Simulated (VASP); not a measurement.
Input of a VASP 6.6.1 run:

The input INCAR:

```
  ALGO = Normal
  EDIFF = 1E-6
  ENCUT = 520
  GGA = PE
  ISIF = 2
  ISMEAR = -1
  LASPH = T
  LCHARG = F
  LREAL = F
  LWAVE = F
  NBANDS = 17
  NELM = 80
  PREC = Accurate
  SIGMA = 0.02
```

Contents of KPOINTS:

```
k-points
0
Gamma
  8 8 8
```

Contents of POSCAR:

```
PbSe
1.0
    0.0000000000      3.0887022195      2.9651541308
    3.0887022195      0.0000000000      2.9651541308
    3.0887022195      3.0887022195      0.0000000000
Pb Se
1 1
Direct
    0.0000000000      0.0000000000      0.0000000000
    0.5000000000      0.5000000000      0.5000000000
```

Potentials or basis: VASP PAW PBE potentials, release 64 (Pb_d, Se).

The run is started by

```console
$ cat potpaw_PBE.64/Pb_d/POTCAR potpaw_PBE.64/Se/POTCAR > POTCAR
$ mpirun -np 1 vasp_std > vasp.out
```

Question: Predict the pressure.

Answer: 3.5 GPa.

Question: Estimate the band gap on the k mesh.

Answer: 0.19 eV.

Stress tensor (GPa, compression positive):
```
1.46 0.00 0.00
0.00 1.46 0.00
0.00 0.00 7.48
```

Caveat: the cell differs from its parent crystal (uniaxial z strain -4.0%); the stress differs along the axes, from 1 to 7 GPa; spin-orbit coupling is left out, which moves the levels of the heavy elements. A k mesh can miss the band edges.
